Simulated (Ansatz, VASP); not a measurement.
# Ga3As3N2 in VASP and in Ansatz

```
CELL_PARAMETERS angstrom
4.01370 0.00000 0.00000
0.00000 5.67623 0.00000
0.00000 0.00000 22.88527
ATOMIC_POSITIONS crystal
Ga 0.50000 0.50000 0.17478
Ga 0.00000 0.06538 0.27327
Ga 0.50000 0.48946 0.32920
As 0.00000 0.25000 0.17478
As 0.50000 0.81022 0.25542
As 0.00000 0.28876 0.36640
N 0.50000 0.53876 0.51497
N 0.50000 0.53876 0.56304
```

Alike in both runs: task single point; functional PBE; dispersion D3(BJ); k mesh 7 × 5 × 1; occupations gaussian, width 0.05 eV; no spin polarisation.

|  | VASP | Ansatz |
| --- | --- | --- |
| version | VASP 6.6.1 | Ansatz 0.2.0 |
| potentials or method | VASP PAW PBE potentials, release 64 (Ga_d, As, N), cutoff 520 eV | scalar-relativistic, plane waves, PAW |
| valence electrons in the cell | 64 | 94 |

Ansatz gave:

```
gap on the k mesh at the Fermi level (eV) : 0.41
least direct gap on the mesh (eV)         : 0.75
rms of the force components (eV/Å)        : 0.330
```

Question: Estimate VASP's values.

Answer: gap on the k mesh at the Fermi level (eV): 0.40; least direct gap on the mesh (eV): 0.75; rms of the force components (eV/Å): 0.690.

One of these differences is far larger than is usual between the two programs; its cause wasn't traced. VASP's potentials hold 64 valence electrons a cell and Ansatz's 94, so a difference there can come from the potentials and not from the codes.

Noted on VASP's run: the standard files for N, O and F lose accuracy on very short bonds.
